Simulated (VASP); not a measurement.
# C (Fmmm) in VASP: a series of runs, part 2 of 2

VASP 6.6.1. Earlier steps stand in the parts before.

**4. Single point, LDA (strain -0.0300 x Voigt [1, 0, 0, 0, 0, 0])**

Contents of INCAR:

```
SYSTEM = C
PREC = Accurate
ENCUT = 520
EDIFF = 1E-7
ISMEAR = 0
SIGMA = 0.03
LREAL = .False.
LASPH = .True.
NELM = 80
ALGO = Normal
ISIF = 2
LWAVE = .False.
LCHARG = .True.
LELF = .True.
LVHAR = .True.
NBANDS = 11
```

Contents of KPOINTS:

```
Automatic mesh
0
Gamma
  16 16 16
  0 0 0
```

Contents of POSCAR:

```
C
1.0
    0.0000000000      2.1166507492      3.3597492418
    1.1861011277      0.0000000000      3.3597492418
    1.1861011277      2.1166507492      0.0000000000
C
2
Direct
    0.1667065656      0.8332934344      0.1667065656
    0.8332934344      0.1667065656      0.8332934344
```

Potentials or basis: VASP PAW LDA potentials, release 64 (C).

On the command line:

```console
> cat potpaw_LDA.64/C/POTCAR > POTCAR
> mpirun -np 1 vasp_std > vasp.out
```

OUTCAR:

```text
SYSTEM = C
   PREC = Accurate
   ENCUT = 520
   EDIFF = 1E-7
   ISMEAR = 0
   LREAL = .False.
   LASPH = .True.
   NELM = 80
   ISIF = 2

 ion  position               nearest neighbor table
   1  0.167  0.833  0.167-   2 1.38   2 1.38   2 1.41
   2  0.833  0.167  0.833-   1 1.38   1 1.38   1 1.41

  LATTYP: Found a face centered orthorhombic cell.
 ALAT       =     2.3722022554
 B/A-ratio  =     1.7845449260
 C/A-ratio  =     2.8325993150

  Lattice vectors:

 A1 = (   0.0000000000,   2.1166507492,   3.3597492418)
 A2 = (   1.1861011277,   0.0000000000,   3.3597492418)
 A3 = (   1.1861011277,   2.1166507492,   0.0000000000)

Analysis of symmetry for initial positions (statically):
=====================================================================
 Subroutine PRICEL returns:
 Original cell was already a primitive cell.

 Routine SETGRP: Setting up the symmetry group for a
 face centered orthorhombic supercell.

 Subroutine GETGRP returns: Found  8 space group operations
 (whereof  8 operations were pure point group operations)
 out of a pool of  8 trial point group operations.

The static configuration has the point symmetry D_2h.

Analysis of symmetry for dynamics (positions and initial velocities):
=====================================================================
 Subroutine PRICEL returns:
 Original cell was already a primitive cell.

 Routine SETGRP: Setting up the symmetry group for a
 face centered orthorhombic supercell.

 Subroutine GETGRP returns: Found  8 space group operations
 (whereof  8 operations were pure point group operations)
 out of a pool of  8 trial point group operations.

The dynamic configuration has the point symmetry D_2h.

 Subroutine INISYM returns: Found  8 space group operations
 (whereof  8 operations are pure point group operations),
 and found     1 'primitive' translations

[... 115 lines left out ...]
  volume/ion in A,a.u.               =       8.43        56.92
  Fermi-wavevector in a.u.,A,eV,Ry     =   1.276641  2.412502 22.174953  1.629813
  Thomas-Fermi vector in A             =   2.409286
   LORBIT       =      0    0 simple, 1 ext, 2 COOP (PROOUT), +10 PAW based schemes
   GGA     = CA    functional components
   LHFCALC =     F    Hartree Fock is set to
   AEXX    =    0.0000 exact exchange contribution
   IVDW    =     0    specifies the selected vdW correction
   LEPSILON=     F    determine dielectric tensor
   LRPA    =     F    only Hartree local field effects (RPA)
 non-spin polarized calculation
 Gauss-broadening in eV      SIGMA  =   0.03
  energy-cutoff  :      520.00
  volume of cell :       16.87
 maximum number of plane-waves:       475
 NGX is ok and might be reduce to    30
   NGX = 15   NGY = 13   NGZ =  9

 number of electron       7.9999999 magnetization

 Free energy of the ion-electron system (eV)
  ---------------------------------------------------
  ext. energy  EPLUGINS =         0.00000000
  ---------------------------------------------------
  free energy    TOTEN  =       -20.15742668 eV

  energy without entropy =      -20.15738919  energy(sigma->0) =      -20.15740794

 E-fermi :   4.8575     XC(G=0): -10.8858

 val. band max:        4.8479014472   @ k =  -0.0625   0.2500   0.3125
 cond. band min:       4.8716476958   @ k =  -0.0625   0.2500   0.3125
 fundamental gap:      0.0237462485
 Fermi energy:         4.8575212819

 k-point     1 :       0.0000    0.0000    0.0000
  band No.  band energies     occupation
      1     -15.0198      2.00000
      2      -2.0778      2.00000
      3       1.9221      2.00000
      4       2.1081      2.00000
      5       8.5621      0.00000
      6      13.2804      0.00000
      7      14.1797      0.00000
      8      17.1637      0.00000
      9      19.6316      0.00000
     10      28.2102      0.00000
     11      30.5215      0.00000
[... 309 lines left out ...]
 k-point    24 :      -0.0625    0.0625    0.0000
  band No.  band energies     occupation
      1     -14.6283      2.00000
      2      -1.6208      2.00000
      3       0.7169      2.00000
      4       1.1786      2.00000
      5       9.0424      0.00000
      6      13.8152      0.00000
      7      15.2308      0.00000
      8      15.7691      0.00000
      9      20.3417      0.00000
     10      28.0147      0.00000
     11      29.5007      0.00000

 [... further k-points ...]
[... 5 lines left out ...]
  --------------------------------------------------------------------------------------
  -------------------------------------------------------------------------------------
  Total        4.0114883      0.7642292     -0.0028099      0.0000000      0.0000000      0.0000000
  in kB      380.9853968     72.5815813     -0.2668681      0.0000000      0.0000000      0.0000000
  external PRESSURE =     151.1000367 kB  Pullay stress =       0.0000000 kB

 VOLUME and BASIS-vectors are now :
 -----------------------------------------------------------------------------
  energy-cutoff  :      520.00
  volume of cell :       16.87
      direct lattice vectors                 reciprocal lattice vectors
     0.000000000  2.116650749  3.359749242    -0.421549216  0.236222249  0.148820630
     1.186101128  0.000000000  3.359749242     0.421549216 -0.236222249  0.148820630
     1.186101128  2.116650749  0.000000000     0.421549216  0.236222249 -0.148820630

 POSITION                                       TOTAL-FORCE (eV/Angst)
 -----------------------------------------------------------------------------------
      1.18610      0.70572      3.35975         0.000000     -0.518947      0.000000
      1.18610      3.52758      3.35975         0.000000      0.518947      0.000000
 -----------------------------------------------------------------------------------
    total drift:                                0.000000      0.000000     -0.000000

  FREE ENERGIE OF THE ION-ELECTRON SYSTEM (eV)
  ---------------------------------------------------
  free  energy   TOTEN  =       -20.1574266849 eV

  energy  without entropy=      -20.1573891888  energy(sigma->0) =      -20.15740794
```

stdout:

```text
POSCAR found type information on POSCAR C
 POSCAR found :  1 types and       2 ions
 scaLAPACK will be used
 LDA part: xc-table for (Slater(with rela. corr.)+CA(PZ))
 , standard interpolation
 POSCAR, INCAR and KPOINTS ok, starting setup
 FFT: planning ... GRIDC
 FFT: planning ... GRID_SOFT
 FFT: planning ... GRID
 WAVECAR not read
 entering main loop
```

It took 73 s on 1 thread of Intel Xeon 6975P-C, shared host; peak memory 0.2 GiB.

What came out:

| Quantity | Value |
| --- | --- |
| Free energy | -20.1574 eV |
| Pressure | 15.1 GPa |
| Largest force | 0.519 eV/Å |
| Band gap on the k mesh | 0.02 eV, direct |

Forces in eV/Å, atoms in the order of the input:
```
C    0.000 -0.519  0.000
C    0.000  0.519  0.000
```

Caveat: the cell differs from its parent crystal (strain -0.0300 x Voigt [1, 0, 0, 0, 0, 0]). A k mesh can miss the band edges.

**5. Summary**

```tsv
cell	gap on the mesh (eV)	pressure (GPa)	largest force (eV/Å)
a = 3.971, b = 3.551, c = 2.409 Å, angles 81.1, 62.1, 36.8°, 2 atoms	0.10	32.3	1.23
a = 3.971, b = 3.557, c = 2.417 Å, angles 80.9, 62.2, 36.9°, 2 atoms	0.06	23.3	0.84
a = 3.971, b = 3.563, c = 2.426 Å, angles 80.6, 62.3, 37.1°, 2 atoms	0.02	15.1	0.52
```

Alike in all rows: task single point; level LDA; potentials or basis VASP PAW LDA potentials, release 64 (C); no spin polarisation; k mesh 16 × 16 × 16; cutoff (eV) 520; smearing gaussian 0.03 eV.

Caveats: forces of over 1 eV/Å act on the atoms, so gaps and moduli don't describe the material at rest (some runs).

Absolute energies hang on the potentials; compare differences alone.
